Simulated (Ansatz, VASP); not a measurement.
# CuO in VASP and in Ansatz

```xyz
4
Lattice="2.3464 -1.7142 0.0000 2.3464 1.7142 0.0000 -0.8519 0.0000 5.0659" Properties=species:S:1:pos:R:3 pbc="T T T"
Cu    1.1732    0.8458    0.0000
Cu    0.7472   -0.8458    2.5329
O     2.0759   -0.2821    1.3181
O     1.6499    0.2821    3.8511
```

Alike in both runs: task single point; functional PBE; k mesh 7 × 7 × 4; occupations fermi-dirac, width 0.02 eV; collinear spin.

```csv
,VASP,Ansatz
version,VASP 6.6.1,Ansatz 0.2.0
potentials or method,"VASP PAW PBE potentials, release 64 (Cu, O), cutoff 520 eV","PAW, plane waves, scalar-relativistic"
valence electrons in the cell,34,50
```

VASP gave:

* pressure (GPa): 6.5
* traceless stress, the component that is largest in VASP (GPa): -2.47
* rms of the force components (eV/Å): 0.571
* net moment per atom (μB): 0.00

Q: Which values does Ansatz return?

A: Pressure (GPa): 5.8; traceless stress, the component that is largest in VASP (GPa): -2.36; rms of the force components (eV/Å): 0.554; net moment per atom (μB): 0.00.

Atom by atom the forces differ by 0.027 eV/Å (rms over components). The functional is the same, so the differences come from potentials, cutoffs and numerics. VASP's potentials hold 34 valence electrons a cell and Ansatz's 50, so a difference there can come from the potentials and not from the codes. Ansatz's warnings: seeded moment not kept.
